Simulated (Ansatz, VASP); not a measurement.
One calculation of CdSe, two programs

File INCAR:

```
ALGO     = Normal         # electronic algorithm
EDIFF    = 1E-6           # SCF threshold, eV
ENCUT    = 520            # plane-wave cutoff, eV
GGA      = PE             # functional
ISIF     = 2              # what is computed and relaxed
ISMEAR   = 0              # smearing method
LASPH    = T              # aspherical terms in the spheres
LCHARG   = T              # write CHGCAR
LELF     = T              # ELF
LREAL    = F              # projectors in reciprocal space
LVHAR    = T            
LWAVE    = F              # write WAVECAR
NBANDS   = 16             # bands
NELM     = 60             # most SCF steps
PREC     = Accurate       # precision mode
SIGMA    = 0.1            # smearing width, eV
```

Contents of KPOINTS:

```
k-points
0
Gamma
  12 12 12
```

POSCAR

```
CdSe
1.0
    0.0000000000      2.9611894551      2.9611894551
    2.9611894551      0.0000000000      2.9611894551
    2.9611894551      2.9611894551      0.0000000000
Cd Se
1 1
Direct
    0.0000000000      0.0000000000      0.0000000000
    0.5000000000      0.5000000000      0.5000000000
```

Input for Ansatz:

```yaml
crystal:
  lattice:
    - [0.0, 2.9611894551, 2.9611894551]
    - [2.9611894551, 0.0, 2.9611894551]
    - [2.9611894551, 2.9611894551, 0.0]
  atoms:
    - { symbol: Cd, position: [0.0, 0.0, 0.0] }
    - { symbol: Se, position: [0.5, 0.5, 0.5] }
basis:
  ecutwfc: 420
kpoints:
  mp_grid: { grid: [12, 12, 12] }
hamiltonian:
  xc: pbe
scf:
  occupations: { method: gaussian, width: 0.1 }
output:
  forces: true
  stress: true
  eigenvalues: true
```

Alike in both runs: task single point; functional PBE; k mesh 12 × 12 × 12; occupations gaussian, width 0.1 eV; no spin polarisation.

```csv
,VASP,Ansatz
version,VASP 6.6.1,Ansatz 0.2.0
potentials or method,"VASP PAW PBE potentials, release 64 (Cd, Se), cutoff 520 eV","scalar-relativistic, plane waves, PAW"
valence electrons in the cell,18,36
```

VASP gave:

| Property | Result |
| --- | --- |
| gap on the k mesh at the Fermi level (eV) | none |
| pressure (GPa) | -4.3 |

Question: Which values does Ansatz return?

Answer: gap on the k mesh at the Fermi level (eV): none; pressure (GPa): -4.5.

A gap of «none» marks a metal or a gap that the smearing closes. The functional is the same, so the differences come from potentials, cutoffs and numerics. VASP's potentials hold 18 valence electrons a cell and Ansatz's 36, so a difference there can come from the potentials and not from the codes.
